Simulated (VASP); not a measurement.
# Al (Fm-3m) in VASP: further runs

Runs on Al. Level: LDA. Tasks: single point, relaxation of volume and atoms at fixed shape.

Everything below comes from runs of VASP 6.6.1. Logs are shortened: lines on timing, memory, paths and dates and some standing lists are left out, and cuts for length are marked.

### Step 1. The cell of the first run

Symmetry: Fm-3m, No. 225, cubic system. Conventional cell: a = 3.979 Å, b = 3.979 Å, c = 3.979 Å, α = 90.00°, β = 90.00°, γ = 90.00°. Within 3.7 Å of Al (site symmetry m-3m) lie 12 Al at 2.81 Å.

### Step 2. Single point, LDA

Contents of INCAR:

```
ALGO     = Normal         # electronic algorithm
EDIFF    = 1E-6           # SCF threshold, eV
ENCUT    = 520            # plane-wave cutoff, eV
ISIF     = 2              # what is computed and relaxed
ISMEAR   = 0              # smearing method
LASPH    = True           # aspherical terms in the spheres
LCHARG   = False          # write CHGCAR
LREAL    = False          # projectors in reciprocal space
LWAVE    = False          # write WAVECAR
NBANDS   = 8              # bands
NELM     = 80             # most SCF steps
PREC     = Accurate       # precision mode
SIGMA    = 0.1            # smearing width, eV
```

Contents of KPOINTS:

```
k-points
0
Gamma
  10 10 10
```

Contents of POSCAR:

```
Al
1.0
    0.0000000000      1.9892561566      1.9892561566
    1.9892561566      0.0000000000      1.9892561566
    1.9892561566      1.9892561566      0.0000000000
Al
1
Direct
    0.0000000000      0.0000000000      0.0000000000
```

Potentials or basis: VASP PAW LDA potentials, release 64 (Al).

The run is started by

```sh
$ cat potpaw_LDA.64/Al/POTCAR > POTCAR
$ mpirun -np 1 vasp_std > vasp.out
```

OUTCAR:

```text
EDIFF = 1E-6
   ENCUT = 520
   ISIF = 2
   ISMEAR = 0
   LASPH = True
   LREAL = False
   NELM = 80
   PREC = Accurate

 ion  position               nearest neighbor table
   1  0.000  0.000  0.000-

  LATTYP: Found a face centered cubic cell.
 ALAT       =     3.9785123132

  Lattice vectors:

 A1 = (   0.0000000000,   1.9892561566,   1.9892561566)
 A2 = (   1.9892561566,   0.0000000000,   1.9892561566)
 A3 = (   1.9892561566,   1.9892561566,   0.0000000000)

Analysis of symmetry for initial positions (statically):
=====================================================================
 Subroutine PRICEL returns:
 Original cell was already a primitive cell.

 Routine SETGRP: Setting up the symmetry group for a
 face centered cubic supercell.

 Subroutine GETGRP returns: Found 48 space group operations
[... 9 lines left out ...]

 Routine SETGRP: Setting up the symmetry group for a
 face centered cubic supercell.

 Subroutine GETGRP returns: Found 48 space group operations
[... 11 lines left out ...]
                                     Primitive cell

  volume of cell :      15.7435

  direct lattice vectors                    reciprocal lattice vectors
     0.000000000  1.989256157  1.989256157    -0.251350234  0.251350234  0.251350234
     1.989256157  0.000000000  1.989256157     0.251350234 -0.251350234  0.251350234
     1.989256157  1.989256157  0.000000000     0.251350234  0.251350234 -0.251350234

  length of vectors
     2.813233036  2.813233036  2.813233036     0.435351375  0.435351375  0.435351375

  position of ions in fractional coordinates (direct lattice)
     0.000000000  0.000000000  0.000000000

  ion indices of the primitive-cell ions
   primitive index   ion index
                 1           1

----------------------------------------------------------------------------------------

 KPOINTS: k-points

Automatic generation of k-mesh.
 Grid dimensions read from file:
 generate k-points for:   10   10   10

 Generating k-lattice:

  Cartesian coordinates                     Fractional coordinates (reciprocal lattice)
    -0.025135023  0.025135023  0.025135023     0.100000000  0.000000000  0.000000000
     0.025135023 -0.025135023  0.025135023     0.000000000  0.100000000  0.000000000
     0.025135023  0.025135023 -0.025135023     0.000000000  0.000000000  0.100000000

  Length of vectors
     0.043535138  0.043535138  0.043535138

  Shift w.r.t. Gamma in fractional coordinates (k-lattice)
     0.000000000  0.000000000  0.000000000

 Subroutine IBZKPT returns following result:
 ===========================================

 Found     47 irreducible k-points:

 Following reciprocal coordinates:
            Coordinates               Weight
  0.000000  0.000000  0.000000      1.000000
  0.100000  0.000000  0.000000      8.000000
  0.200000  0.000000  0.000000      8.000000
  0.300000  0.000000  0.000000      8.000000
  0.400000  0.000000  0.000000      8.000000
  0.500000  0.000000  0.000000      4.000000
[... 16 lines left out ...]
  0.300000  0.300000  0.000000      6.000000
  0.400000  0.300000  0.000000     24.000000
 [... further k-points ...]
   k-points           NKPTS =     47   k-points in BZ     NKDIM =     47   number of bands    NBANDS=      8
   number of dos      NEDOS =    301   number of ions     NIONS =      1
   total plane-waves  NPLWV =  13824
   dimension x,y,z NGX =    24 NGY =   24 NGZ =   24
   dimension x,y,z NGXF=    48 NGYF=   48 NGZF=   48
   ions per type =               1
   NGX,Y,Z   is equivalent  to a cutoff of  14.18, 14.18, 14.18 a.u.
   NGXF,Y,Z  is equivalent  to a cutoff of  28.37, 28.37, 28.37 a.u.
 SYSTEM =  unknown system
   PREC   = accura    normal or accurate (medium, high low for compatibility)
   ISTART =      0    job   : 0-new  1-cont  2-samecut
   ICHARG =      2    charge: 1-file 2-atom 10-const
   ISPIN  =      1    spin polarized calculation?
   LNONCOLLINEAR =      F non collinear calculations
   LSORBIT =      F    spin-orbit coupling
   LASPH  =      T    aspherical Exc in radial PAW
   ENCUT  =  520.0 eV  38.22 Ry    6.18 a.u.   5.23  5.23  5.23*2*pi/ulx,y,z
   NELM   =     80;   NELMIN=  2; NELMDL= -5     # of ELM steps
   EDIFF  = 0.1E-05   stopping-criterion for ELM
   LREAL  =      F    real-space projection
   EDIFFG = 0.1E-04   stopping-criterion for IOM
   NSW    =      0    number of steps for IOM
   IBRION =     -1    ionic relax: 0-MD 1-quasi-New 2-CG
   NFREE  =      0    steps in history (QN), initial steepest desc. (CG)
   ISIF   =      2    stress and relaxation
   ISYM   =      2    0-nonsym 1-usesym 2-fastsym
   POTIM  = 0.5000    time-step for ionic-motion
   TEBEG  =    0.0;   TEEND  =   0.0 temperature during run
   PSTRESS=    0.0 pullay stress
   NELECT =       3.0000    total number of electrons
   NUPDOWN=      -1.0000    fix difference up-down
   EMIN   =  10.00;   EMAX   =-10.00  energy-range for DOS
   EFERMI =   0.00;   METHOD = LEGACY
   ISMEAR =     0;   SIGMA  =   0.10  broadening in eV -4-tet -1-fermi 0-gaus
   EFERMI_NEDOS =   21; number of points for ismear=-14 and -15
   IALGO  =     38    algorithm
   IMIX   =      4    mixing-type and parameters
     AMIX     =   0.40;   BMIX     =  1.00
     AMIX_MAG =   1.60;   BMIX_MAG =  1.00
  volume/ion in A,a.u.               =      15.74       106.24
  Fermi-wavevector in a.u.,A,eV,Ry     =   0.942066  1.780246 12.075005  0.887488
  Thomas-Fermi vector in A             =   2.069639
   LORBIT       =      0    0 simple, 1 ext, 2 COOP (PROOUT), +10 PAW based schemes
   GGA     = CA    functional components
   LHFCALC =     F    Hartree Fock is set to
   AEXX    =    0.0000 exact exchange contribution
   IVDW    =     0    specifies the selected vdW correction
   LEPSILON=     F    determine dielectric tensor
   LRPA    =     F    only Hartree local field effects (RPA)
 non-spin polarized calculation
 Gauss-broadening in eV      SIGMA  =   0.10
  energy-cutoff  :      520.00
  volume of cell :       15.74
 maximum number of plane-waves:       444
 NGX is ok and might be reduce to    24
   NGX = 11   NGY = 11   NGZ = 11

 number of electron       3.0000000 magnetization

 Free energy of the ion-electron system (eV)
  ---------------------------------------------------
  ext. energy  EPLUGINS =         0.00000000
  ---------------------------------------------------
  free energy    TOTEN  =        -4.17386023 eV

  energy without entropy =       -4.16943557  energy(sigma->0) =       -4.17164790

 E-fermi :   8.4110     XC(G=0): -10.5196

 val. band max:        8.3982661682   @ k =  -0.4000   0.4000   0.0000
 cond. band min:       8.5059971263   @ k =  -0.3000   0.2000   0.0000
 fundamental gap:      0.1077309581
 Fermi energy:         8.4109569606

 k-point     1 :       0.0000    0.0000    0.0000
  band No.  band energies     occupation
      1      -3.1415      2.00000
      2      21.1126      0.00000
      3      21.1126      0.00000
      4      21.1126      0.00000
      5      22.7976      0.00000
      6      22.7976      0.00000
      7      22.7976      0.00000
      8      25.2420      0.00000

 k-point     2 :       0.1000    0.0000    0.0000
  band No.  band energies     occupation
      1      -2.8619      2.00000
      2      17.8152      0.00000
      3      20.4223      0.00000
      4      20.4223      0.00000
      5      23.4591      0.00000
      6      23.9042      0.00000
      7      23.9042      0.00000
      8      26.7479      0.00000

 k-point     3 :       0.2000    0.0000    0.0000
  band No.  band energies     occupation
      1      -2.0267      2.00000
      2      13.7390      0.00000
      3      19.6696      0.00000
      4      19.6696      0.00000
      5      23.1798      0.00000
      6      24.2683      0.00000
      7      24.2683      0.00000
      8      26.3907      0.00000

 k-point     4 :       0.3000    0.0000    0.0000
  band No.  band energies     occupation
      1      -0.6462      2.00000
      2       9.9619      0.00000
      3      19.3191      0.00000
      4      19.3191      0.00000
      5      22.4772      0.00000
      6      22.4772      0.00000
      7      23.0106      0.00000
      8      26.6919      0.00000

 k-point     5 :       0.4000    0.0000    0.0000
  band No.  band energies     occupation
      1       1.2629      2.00000
      2       6.5985      2.00000
      3      19.4181      0.00000
      4      19.4181      0.00000
      5      21.0053      0.00000
      6      21.0053      0.00000
      7      23.2339      0.00000
      8      25.1148      0.00000

 k-point     6 :       0.5000    0.0000    0.0000
  band No.  band energies     occupation
      1       3.5488      2.00000
      2       3.8262      2.00000
      3      19.9368      0.00000
      4      19.9368      0.00000
      5      20.0234      0.00000
      6      20.0234      0.00000
      7      23.8527      0.00000
      8      24.0237      0.00000

 k-point     7 :       0.1000    0.1000    0.0000
  band No.  band energies     occupation
      1      -2.7688      2.00000
      2      19.0137      0.00000
      3      19.0137      0.00000
      4      19.2549      0.00000
      5      22.0105      0.00000
      6      24.5409      0.00000
      7      25.4269      0.00000
      8      25.4269      0.00000
[... 133 lines left out ...]
 k-point    20 :      -0.4000    0.2000    0.0000
  band No.  band energies     occupation
      1       3.7578      2.00000
      2       5.5372      2.00000
      3      12.6681      0.00000
      4      16.8840      0.00000
      5      18.8035      0.00000
      6      24.8349      0.00000
      7      27.4970      0.00000
      8      30.4274      0.00000

 k-point    21 :      -0.3000    0.2000    0.0000
  band No.  band energies     occupation
      1       1.5329      2.00000
      2       8.5060      0.17893
      3      12.3175      0.00000
      4      18.0726      0.00000
      5      20.1026      0.00000
      6      24.4144      0.00000
      7      26.9580      0.00000
      8      27.6471      0.00000

 k-point    22 :      -0.2000    0.2000    0.0000
  band No.  band energies     occupation
      1      -0.1893      2.00000
      2      11.4068      0.00000
      3      12.9922      0.00000
      4      19.7274      0.00000
      5      21.8278      0.00000
      6      23.9927      0.00000
      7      25.1125      0.00000
      8      26.1599      0.00000

 k-point    23 :       0.3000    0.3000    0.0000
  band No.  band energies     occupation
      1       0.1744      2.00000
      2      14.3078      0.00000
      3      15.0568      0.00000
      4      15.2905      0.00000
      5      15.2905      0.00000
      6      18.9986      0.00000
      7      30.9890      0.00000
      8      32.2055      0.00000

 k-point    24 :       0.4000    0.3000    0.0000
  band No.  band energies     occupation
      1       1.5294      2.00000
      2      11.7834      0.00000
      3      12.2795      0.00000
      4      14.9014      0.00000
      5      16.2140      0.00000
      6      19.9580      0.00000
      7      30.3125      0.00000
      8      32.6347      0.00000

 [... further k-points ...]

------------------------ aborting loop because EDIFF is reached ----------------------------------------

  FORCE on cell =-STRESS in cart. coord.  units (eV):
  Direction    XX          YY          ZZ          XY          YZ          ZX
  --------------------------------------------------------------------------------------
  -------------------------------------------------------------------------------------
  Total        0.0076375      0.0076375      0.0076375      0.0000000     -0.0000000      0.0000000
  in kB        0.7772452      0.7772452      0.7772452      0.0000000     -0.0000000      0.0000000
  external PRESSURE =       0.7772452 kB  Pullay stress =       0.0000000 kB

 VOLUME and BASIS-vectors are now :
 -----------------------------------------------------------------------------
  energy-cutoff  :      520.00
  volume of cell :       15.74
      direct lattice vectors                 reciprocal lattice vectors
     0.000000000  1.989256157  1.989256157    -0.251350234  0.251350234  0.251350234
     1.989256157  0.000000000  1.989256157     0.251350234 -0.251350234  0.251350234
     1.989256157  1.989256157  0.000000000     0.251350234  0.251350234 -0.251350234

 POSITION                                       TOTAL-FORCE (eV/Angst)
 -----------------------------------------------------------------------------------
      0.00000      0.00000      0.00000         0.000000      0.000000      0.000000
 -----------------------------------------------------------------------------------
    total drift:                               -0.000000      0.000000     -0.000000

  FREE ENERGIE OF THE ION-ELECTRON SYSTEM (eV)
  ---------------------------------------------------
  free  energy   TOTEN  =        -4.1738602271 eV

  energy  without entropy=       -4.1694355739  energy(sigma->0) =       -4.17164790
```

It took 2.7 s on 1 thread of Intel Xeon Platinum 8488C (Sapphire Rapids), shared host; peak memory 0.11 GiB.

Results:

```
Free energy : -4.1739 eV
Pressure    : 0.1 GPa
```

### Step 3. Relaxation of volume and atoms at fixed shape, LDA

This run uses another cell than the first one, of 16.60 Å³/atom, 1.055 times its volume.

Contents of INCAR:

```
SYSTEM = Al
PREC = Accurate
ENCUT = 600
EDIFF = 1E-6
ISMEAR = 0
SIGMA = 0.1
LREAL = .FALSE.
LASPH = .TRUE.
NELM = 80
ALGO = Normal
ISIF = 8
LWAVE = .FALSE.
LCHARG = .FALSE.
IBRION = 2
NSW = 80
EDIFFG = -0.01
```

Contents of KPOINTS:

```
regular mesh
0
G
  10 10 10
  0 0 0
```

Contents of POSCAR:

```
Al
1.0
    0.0000000000      2.0248100000      2.0248100000
    2.0248100000      0.0000000000      2.0248100000
    2.0248100000      2.0248100000      0.0000000000
Al
1
Direct
    0.0000000000      0.0000000000      0.0000000000
```

Potentials or basis: VASP PAW LDA potentials, release 64 (Al).

The run is started by

```sh
$ cat potpaw_LDA.64/Al/POTCAR > POTCAR
$ mpirun -np 1 vasp_std > vasp.out
```

It took 2.6 s on 1 thread of Intel Xeon Platinum 8488C (Sapphire Rapids), shared host; peak memory 0.12 GiB.

Results (log left out):

```
Free energy                            : -4.1739 eV
Relaxed volume                         : 15.74 Å³/atom
Relaxed cell                           : a = 2.813 Å, b = 2.813 Å, c = 2.813 Å, α = 60.00°, β = 60.00°, γ = 60.00°
Space group after relaxing (to 0.05 Å) : Fm-3m (No. 225)
Energy gained by relaxing              : 9.8 meV/atom
Ionic steps                            : 2
Pressure after relaxing                : 0.1 GPa
```

Step by step:
| step | energy change (eV) | largest force (eV/Å) | pressure (GPa) | volume (Å³) |
| --- | --- | --- | --- | --- |
| 1 | 0.0000 | 0.0000 | -3.51 | 16.60 |
| 2 | -0.0098 | 0.0000 | 0.08 | 15.74 |

Final structure:
```yaml
crystal:
  lattice:
    - [0.00000, 1.98925, 1.98925]
    - [1.98925, 0.00000, 1.98925]
    - [1.98925, 1.98925, 0.00000]
  atoms:
    - { symbol: Al, position: [0.00000, 0.00000, 0.00000] }
```

Levels at points of the mesh, in eV from the Fermi level:
```
           k point  band 1  band 2  band 3  band 4  band 5
(0.00, 0.00, 0.00)  -11.55   12.70   12.70   12.70   14.39
(0.50, 0.00, 0.00)   -4.86   -4.58   11.53   11.53   11.61
(0.50, 0.50, 0.00)   -3.14   -1.75    5.18    5.63    5.63
```

LDA usually gives volumes a few per cent too small. Zero-point motion and thermal expansion aren't in these numbers.
